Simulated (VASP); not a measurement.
# Ag in VASP: a series of runs

Runs on Ag. Level: PBEsol. Tasks: single point.

All numbers are computed with VASP 6.6.1; they aren't measurements. Logs are shortened: lines on timing, memory, paths and dates and some standing lists are left out, and cuts for length are marked.

### Step 1. The cell of the first run

The cell holds a slab with vacuum, 6 atoms: a = 2.867 Å, b = 2.867 Å, c = 26.704 Å, α = 90.00°, β = 90.00°, γ = 120.00°.

### Step 2. Single point, PBEsol

INCAR reads:

```
PREC = Accurate
ENCUT = 520
EDIFF = 1E-6
ISMEAR = 0
SIGMA = 0.1
LREAL = False
LASPH = True
NELM = 60
ALGO = Normal
ISIF = 2
LWAVE = False
LCHARG = False
LDIPOL = True
IDIPOL = 3
DIPOL = 0.5 0.5 0.500
GGA = PS
NBANDS = 42
```

KPOINTS reads:

```
Automatic mesh
0
Gamma
  12 12 1
```

POSCAR reads:

```
Ag
1.0
    2.8669017010      0.0000000000      0.0000000000
   -1.4334508505      2.4828097032      0.0000000000
    0.0000000000      0.0000000000     26.7040771835
Ag
6
Direct
    0.6666666667      0.3333333333      0.2808559887
    0.3333333333      0.6666666667      0.3685135932
    0.0000000000      0.0000000000      0.4561711977
    0.6666666667      0.3333333333      0.5438288023
    0.3333333333      0.6666666667      0.6314864068
    0.0000000000      0.0000000000      0.7191440113
```

Potentials or basis: VASP PAW PBE potentials, release 64 (Ag).

On the command line:

```
$ cat potpaw_PBE.64/Ag/POTCAR > POTCAR
$ mpirun -np 1 vasp_std > vasp.out
```

OUTCAR:

```text
PREC = Accurate
   ENCUT = 520
   EDIFF = 1E-6
   ISMEAR = 0
   LREAL = False
   LASPH = True
   NELM = 60
   ISIF = 2
   GGA = PS

 ion  position               nearest neighbor table
   1  0.667  0.333  0.281-   2 2.87   2 2.87   2 2.87
   2  0.333  0.667  0.369-   1 2.87   3 2.87   1 2.87   3 2.87   3 2.87   1 2.87
   3  0.000  0.000  0.456-   2 2.87   2 2.87   2 2.87   4 2.87   4 2.87   4 2.87
   4  0.667  0.333  0.544-   5 2.87   5 2.87   5 2.87   3 2.87   3 2.87   3 2.87
   5  0.333  0.667  0.631-   4 2.87   6 2.87   4 2.87   6 2.87   6 2.87   4 2.87
   6  0.000  0.000  0.719-   5 2.87   5 2.87   5 2.87

  LATTYP: Found a hexagonal cell.
 ALAT       =     2.8669017010
 C/A-ratio  =     9.3146120686

  Lattice vectors:

 A1 = (   2.8669017010,   0.0000000000,   0.0000000000)
 A2 = (  -1.4334508505,   2.4828097032,   0.0000000000)
 A3 = (   0.0000000000,   0.0000000000,  26.7040771835)

Analysis of symmetry for initial positions (statically):
=====================================================================
 Subroutine PRICEL returns:
 Original cell was already a primitive cell.

 Routine SETGRP: Setting up the symmetry group for a
 hexagonal supercell.

 Subroutine GETGRP returns: Found 12 space group operations
 (whereof  6 operations were pure point group operations)
 out of a pool of 24 trial point group operations.

The static configuration has the point symmetry C_3v.
 The point group associated with its full space group is D_3d.

Analysis of symmetry for dynamics (positions and initial velocities):
=====================================================================
 Subroutine PRICEL returns:
 Original cell was already a primitive cell.

 Routine SETGRP: Setting up the symmetry group for a
 hexagonal supercell.

 Subroutine GETGRP returns: Found 12 space group operations
 (whereof  6 operations were pure point group operations)
 out of a pool of 24 trial point group operations.

The dynamic configuration has the point symmetry C_3v.
 The point group associated with its full space group is D_3d.

 Subroutine INISYM returns: Found 12 space group operations
 (whereof  6 operations are pure point group operations),
 and found     1 'primitive' translations

----------------------------------------------------------------------------------------

                                     Primitive cell

  volume of cell :     190.0789

  direct lattice vectors                    reciprocal lattice vectors
     2.866901701  0.000000000  0.000000000     0.348808611  0.201384745  0.000000000
    -1.433450851  2.482809703  0.000000000     0.000000000  0.402769491  0.000000000
     0.000000000  0.000000000 26.704077184     0.000000000  0.000000000  0.037447465

  length of vectors
     2.866901701  2.866901701 26.704077184     0.402769491  0.402769491  0.037447465

  position of ions in fractional coordinates (direct lattice)
     0.666666667  0.333333333  0.280855989
     0.333333333  0.666666667  0.368513593
     0.000000000  0.000000000  0.456171198
     0.666666667  0.333333333  0.543828802
     0.333333333  0.666666667  0.631486407
     0.000000000  0.000000000  0.719144011

  ion indices of the primitive-cell ions
   primitive index   ion index
                 1           1
                 2           2
                 3           3
                 4           4
                 5           5
                 6           6

----------------------------------------------------------------------------------------

 KPOINTS: Automatic mesh

Automatic generation of k-mesh.
 Grid dimensions read from file:
 generate k-points for:   12   12    1

 Generating k-lattice:

  Cartesian coordinates                     Fractional coordinates (reciprocal lattice)
     0.029067384  0.016782062  0.000000000     0.083333333  0.000000000  0.000000000
     0.000000000  0.033564124  0.000000000     0.000000000  0.083333333  0.000000000
     0.000000000  0.000000000  0.037447465     0.000000000  0.000000000  1.000000000

  Length of vectors
     0.033564124  0.033564124  0.037447465

  Shift w.r.t. Gamma in fractional coordinates (k-lattice)
     0.000000000  0.000000000  0.000000000

 Subroutine IBZKPT returns following result:
 ===========================================

 Found     19 irreducible k-points:

 Following reciprocal coordinates:
            Coordinates               Weight
  0.000000  0.000000  0.000000      1.000000
  0.083333 -0.000000  0.000000      6.000000
  0.166667 -0.000000  0.000000      6.000000
  0.250000 -0.000000  0.000000      6.000000
  0.333333 -0.000000  0.000000      6.000000
  0.416667 -0.000000  0.000000      6.000000
[... 11 lines left out ...]
  0.333333  0.250000  0.000000     12.000000
  0.333333  0.333333  0.000000      2.000000
   k-points           NKPTS =     19   k-points in BZ     NKDIM =     19   number of bands    NBANDS=     42
   number of dos      NEDOS =    301   number of ions     NIONS =      6
   total plane-waves  NPLWV = 115200
   dimension x,y,z NGX =    24 NGY =   24 NGZ =  200
   dimension x,y,z NGXF=    48 NGYF=   48 NGZF=  400
   ions per type =               6
   NGX,Y,Z   is equivalent  to a cutoff of  13.92, 13.92, 12.45 a.u.
   NGXF,Y,Z  is equivalent  to a cutoff of  27.83, 27.83, 24.90 a.u.
 SYSTEM =  unknown system
   PREC   = accura    normal or accurate (medium, high low for compatibility)
   ISTART =      0    job   : 0-new  1-cont  2-samecut
   ICHARG =      2    charge: 1-file 2-atom 10-const
   ISPIN  =      1    spin polarized calculation?
   LNONCOLLINEAR =      F non collinear calculations
   LSORBIT =      F    spin-orbit coupling
   LASPH  =      T    aspherical Exc in radial PAW
   ENCUT  =  520.0 eV  38.22 Ry    6.18 a.u.   5.33  5.33 49.65*2*pi/ulx,y,z
   NELM   =     60;   NELMIN=  2; NELMDL= -5     # of ELM steps
   EDIFF  = 0.1E-05   stopping-criterion for ELM
   LREAL  =      F    real-space projection
   EDIFFG = 0.1E-04   stopping-criterion for IOM
   NSW    =      0    number of steps for IOM
   IBRION =     -1    ionic relax: 0-MD 1-quasi-New 2-CG
   NFREE  =      0    steps in history (QN), initial steepest desc. (CG)
   ISIF   =      2    stress and relaxation
   ISYM   =      2    0-nonsym 1-usesym 2-fastsym
   POTIM  = 0.5000    time-step for ionic-motion
   TEBEG  =    0.0;   TEEND  =   0.0 temperature during run
   PSTRESS=    0.0 pullay stress
   NELECT =      66.0000    total number of electrons
   NUPDOWN=      -1.0000    fix difference up-down
   EMIN   =  10.00;   EMAX   =-10.00  energy-range for DOS
   EFERMI =   0.00;   METHOD = LEGACY
   ISMEAR =     0;   SIGMA  =   0.10  broadening in eV -4-tet -1-fermi 0-gaus
   EFERMI_NEDOS =   21; number of points for ismear=-14 and -15
   IALGO  =     38    algorithm
   IMIX   =      4    mixing-type and parameters
     AMIX     =   0.40;   BMIX     =  1.00
     AMIX_MAG =   1.60;   BMIX_MAG =  1.00
  volume/ion in A,a.u.               =      31.68       213.79
  Fermi-wavevector in a.u.,A,eV,Ry     =   1.150654  2.174421 18.014187  1.324005
  Thomas-Fermi vector in A             =   2.287317
   LORBIT       =      0    0 simple, 1 ext, 2 COOP (PROOUT), +10 PAW based schemes
   GGA     = PS    functional components
   LHFCALC =     F    Hartree Fock is set to
   AEXX    =    0.0000 exact exchange contribution
   IVDW    =     0    specifies the selected vdW correction
   LEPSILON=     F    determine dielectric tensor
   LRPA    =     F    only Hartree local field effects (RPA)
 non-spin polarized calculation
 Gauss-broadening in eV      SIGMA  =   0.10
  energy-cutoff  :      520.00
  volume of cell :      190.08
 maximum number of plane-waves:      5163
 NGX is ok and might be reduce to    24
   NGX = 11   NGY = 11   NGZ = 99

 number of electron      65.9999997 magnetization

 dipolmoment           0.000000      0.000000      0.000000 electrons x Angstroem

 Free energy of the ion-electron system (eV)
  ---------------------------------------------------
  ext. energy  EPLUGINS =         0.00000000
  ---------------------------------------------------
  free energy    TOTEN  =       -18.94789315 eV

  energy without entropy =      -18.93816095  energy(sigma->0) =      -18.94302705

 E-fermi :   2.3956     XC(G=0):  -7.2221

 val. band max:        2.3812821960   @ k =   0.0000   0.0000   0.0000
 cond. band min:       2.4407883657   @ k =   0.2500   0.1667   0.0000
 fundamental gap:      0.0595061697
 Fermi energy:         2.3955954160

 k-point     1 :       0.0000    0.0000    0.0000
  band No.  band energies     occupation
      1      -5.4242      2.00000
      2      -4.9109      2.00000
      3      -4.2700      2.00000
      4      -4.1115      2.00000
      5      -3.9464      2.00000
      6      -3.8997      2.00000
[... 34 lines left out ...]
     41       7.8829      0.00000
     42       9.7449      0.00000

 k-point     2 :       0.0833   -0.0000    0.0000
  band No.  band energies     occupation
      1      -5.2312      2.00000
      2      -4.7253      2.00000
      3      -4.0954      2.00000
      4      -3.9831      2.00000
      5      -3.8087      2.00000
      6      -3.7457      2.00000
[... 34 lines left out ...]
     41       8.0388      0.00000
     42       9.9104      0.00000

 k-point     3 :       0.1667   -0.0000    0.0000
  band No.  band energies     occupation
      1      -4.7026      2.00000
      2      -4.2445      2.00000
      3      -3.7113      2.00000
      4      -3.6663      2.00000
      5      -3.4865      2.00000
      6      -3.3744      2.00000
[... 672 lines left out ...]
      4      -3.2831      2.00000
      5      -3.2196      2.00000
      6      -3.1531      2.00000
[... 34 lines left out ...]
     41       8.5645      0.00000
     42       8.9761      0.00000

 k-point    19 :       0.3333    0.3333    0.0000
  band No.  band energies     occupation
      1      -3.3916      2.00000
      2      -3.3916      2.00000
      3      -3.3896      2.00000
      4      -3.1727      2.00000
      5      -3.1727      2.00000
      6      -3.1348      2.00000
[... 34 lines left out ...]
     41       8.3991      0.00000
     42       8.3991      0.00000

------------------------ aborting loop because EDIFF is reached ----------------------------------------

 vacuum level on the upper side and lower side of the slab       (xc-potential included)        -0.154        -0.154

  FORCE on cell =-STRESS in cart. coord.  units (eV):
  Direction    XX          YY          ZZ          XY          YZ          ZX
  --------------------------------------------------------------------------------------
  -------------------------------------------------------------------------------------
  Total       -1.0028988     -1.0028988     -1.1325277      0.0000000      0.0000000     -0.0000000
  in kB       -8.4534483     -8.4534483     -9.5460921      0.0000000      0.0000000     -0.0000000
  external PRESSURE =      -8.8176629 kB  Pullay stress =       0.0000000 kB

 VOLUME and BASIS-vectors are now :
 -----------------------------------------------------------------------------
  energy-cutoff  :      520.00
  volume of cell :      190.08
      direct lattice vectors                 reciprocal lattice vectors
     2.866901701  0.000000000  0.000000000     0.348808611  0.201384745  0.000000000
    -1.433450851  2.482809703  0.000000000     0.000000000  0.402769491  0.000000000
     0.000000000  0.000000000 26.704077184     0.000000000  0.000000000  0.037447465

 POSITION                                       TOTAL-FORCE (eV/Angst)
 -----------------------------------------------------------------------------------
      1.43345      0.82760      7.50000        -0.000000      0.000000      0.089705
     -0.00000      1.65521      9.84082        -0.000000      0.000000      0.003849
      0.00000      0.00000     12.18163         0.000000     -0.000000      0.001712
      1.43345      0.82760     14.52245        -0.000000      0.000000     -0.001712
     -0.00000      1.65521     16.86326         0.000000     -0.000000     -0.003849
      0.00000      0.00000     19.20408         0.000000     -0.000000     -0.089705
 -----------------------------------------------------------------------------------
    total drift:                               -0.000000      0.000000      0.000000

  FREE ENERGIE OF THE ION-ELECTRON SYSTEM (eV)
  ---------------------------------------------------
  free  energy   TOTEN  =       -18.9478931524 eV

  energy  without entropy=      -18.9381609541  energy(sigma->0) =      -18.94302705

 vacuum level on the upper side and lower side of the slab         6.808         6.808
```

Run time: 2.4 min. Hardware: 1 thread of Intel Xeon Platinum 8488C (Sapphire Rapids), shared host; peak memory 0.36 GiB.

Results:

| Item | Value |
| --- | --- |
| Free energy | -18.9479 eV |
| Largest force | 0.090 eV/Å |
| Band gap on the k mesh | zero (band 33 reaches 5.72 eV, above the bottom of band 34 at -0.59 eV) |

Forces in eV/Å, atoms in the order of the input:
```
Ag   0.000  0.000  0.090
Ag   0.000  0.000  0.004
Ag   0.000  0.000  0.002
Ag   0.000  0.000 -0.002
Ag   0.000  0.000 -0.004
Ag   0.000  0.000 -0.090
```

Caveat: the PAW data sets were made with another functional, which shifts forces and pressure a little.

### Step 3. Single point, PBEsol

INCAR reads:

```
ALGO = Normal ; DIPOL = 0.5 0.5 0.500
EDIFF = 1E-7 ; ENCUT = 520
GGA = PS ; IDIPOL = 3
ISIF = 2 ; ISMEAR = 0
LASPH = T ; LCHARG = F
LDIPOL = T ; LREAL = F
LWAVE = F ; NBANDS = 42
NELM = 80 ; PREC = Accurate
SIGMA = 0.1
```

KPOINTS reads:

```
k-points
0
Gamma
  12 12 1
```

POSCAR reads:

```
Ag
1.0
    2.8669017010      0.0000000000      0.0000000000
   -1.4334508505      2.4828097032      0.0000000000
    0.0000000000      0.0000000000     26.7040771835
Ag
6
Direct
    0.6666666667      0.3333333333      0.2830085131
    0.3333333333      0.6666666667      0.3697604674
    0.0000000000      0.0000000000      0.4565930595
    0.6666666667      0.3333333333      0.5434069381
    0.3333333333      0.6666666667      0.6302395306
    0.0000000000      0.0000000000      0.7169914913
```

Potentials or basis: VASP PAW PBE potentials, release 64 (Ag).

On the command line:

```
$ cat potpaw_PBE.64/Ag/POTCAR > POTCAR
$ mpirun -np 1 vasp_std > vasp.out
```

OUTCAR:

```text
EDIFF = 1E-7
   ENCUT = 520
   GGA = PS
   ISIF = 2
   ISMEAR = 0
   LASPH = T
   LREAL = F
   NELM = 80
   PREC = Accurate

 ion  position               nearest neighbor table
   1  0.667  0.333  0.283-   2 2.85   2 2.85   2 2.85
   2  0.333  0.667  0.370-   1 2.85   1 2.85   1 2.85   3 2.85   3 2.85   3 2.85
   3  0.000  0.000  0.457-   4 2.85   4 2.85   4 2.85   2 2.85   2 2.85   2 2.85
   4  0.667  0.333  0.543-   3 2.85   3 2.85   3 2.85   5 2.85   5 2.85   5 2.85
   5  0.333  0.667  0.630-   6 2.85   6 2.85   6 2.85   4 2.85   4 2.85   4 2.85
   6  0.000  0.000  0.717-   5 2.85   5 2.85   5 2.85

  LATTYP: Found a hexagonal cell.
 ALAT       =     2.8669017010
[... 1059 lines left out ...]
  Total       -0.5900355     -0.5900355     -0.1257725      0.0000000     -0.0000000      0.0000000
  in kB       -4.9734173     -4.9734173     -1.0601380      0.0000000     -0.0000000      0.0000000
  external PRESSURE =      -3.6689909 kB  Pullay stress =       0.0000000 kB

 VOLUME and BASIS-vectors are now :
 -----------------------------------------------------------------------------
  energy-cutoff  :      520.00
  volume of cell :      190.08
      direct lattice vectors                 reciprocal lattice vectors
     2.866901701  0.000000000  0.000000000     0.348808611  0.201384745  0.000000000
    -1.433450851  2.482809703  0.000000000     0.000000000  0.402769491  0.000000000
     0.000000000  0.000000000 26.704077184     0.000000000  0.000000000  0.037447465

 POSITION                                       TOTAL-FORCE (eV/Angst)
 -----------------------------------------------------------------------------------
      1.43345      0.82760      7.55748         0.000000      0.000000      0.006417
     -0.00000      1.65521      9.87411         0.000000     -0.000000     -0.000691
      0.00000      0.00000     12.19290         0.000000     -0.000000      0.000259
      1.43345      0.82760     14.51118        -0.000000      0.000000     -0.000259
     -0.00000      1.65521     16.82997        -0.000000     -0.000000      0.000691
      0.00000      0.00000     19.14660         0.000000     -0.000000     -0.006417
 -----------------------------------------------------------------------------------
    total drift:                               -0.000000      0.000000      0.000335

  FREE ENERGIE OF THE ION-ELECTRON SYSTEM (eV)
  ---------------------------------------------------
  free  energy   TOTEN  =       -18.9535932893 eV

  energy  without entropy=      -18.9451448701  energy(sigma->0) =      -18.94936908

 vacuum level on the upper side and lower side of the slab         6.846         6.845
```

OSZICAR:

```text
N       E                     dE             d eps       ncg     rms          rms(c)
DAV:   1     0.428224296636E+03    0.42822E+03   -0.32414E+04  1612   0.143E+03
DAV:   2    -0.101296770167E+02   -0.43835E+03   -0.41885E+03  1676   0.321E+02
DAV:   3    -0.208055874373E+02   -0.10676E+02   -0.10556E+02  1792   0.538E+01
[... 14 lines left out ...]
DAV:  18    -0.189535770828E+02   -0.12806E-04   -0.69348E-07  1350   0.279E-03    0.911E-04
DAV:  19    -0.189535871347E+02   -0.10052E-04   -0.18466E-07  1064   0.123E-03    0.334E-04
DAV:  20    -0.189535900410E+02   -0.29063E-05   -0.31385E-08  1052   0.596E-04    0.187E-04
DAV:  21    -0.189535927985E+02   -0.27575E-05   -0.78036E-08  1024   0.385E-04    0.738E-05
DAV:  22    -0.189535932112E+02   -0.41265E-06   -0.10703E-08  1034   0.168E-04    0.485E-05
DAV:  23    -0.189535932893E+02   -0.78099E-07   -0.17755E-09   998   0.684E-05
   1 F= -.18953593E+02 E0= -.18949369E+02  d E =-.844842E-02
```

stdout:

```text
POSCAR found type information on POSCAR Ag
 POSCAR found :  1 types and       6 ions
 scaLAPACK will be used
 -----------------------------------------------------------------------------
|                                                                             |
|                                                                             |
|     You enforced a specific xc type in the INCAR file but a different       |
|     I HOPE YOU KNOW WHAT YOU ARE DOING!                                     |
|                                                                             |
 -----------------------------------------------------------------------------

 LDA part: xc-table for (Slater+PW92), standard interpolation
 POSCAR, INCAR and KPOINTS ok, starting setup
 FFT: planning ... GRIDC
 FFT: planning ... GRID_SOFT
 FFT: planning ... GRID
 WAVECAR not read
 entering main loop
```

Run time: 2.5 min. Hardware: 1 thread of Intel Xeon Platinum 8488C (Sapphire Rapids), shared host; peak memory 0.36 GiB.

Results:

```yaml
Free_energy: -18.9536 eV
Largest_force: 0.006 eV/Å
Band_gap_on_the_k_mesh: zero (band 33 reaches 5.69 eV, above the bottom of band 34 at -0.58 eV)
```

Forces in eV/Å, atoms in the order of the input:
```
Ag   0.000  0.000  0.006
Ag   0.000  0.000 -0.001
Ag   0.000  0.000  0.000
Ag   0.000  0.000  0.000
Ag   0.000  0.000  0.001
Ag   0.000  0.000 -0.006
```

Caveat: the PAW data sets were made with another functional, which shifts forces and pressure a little.
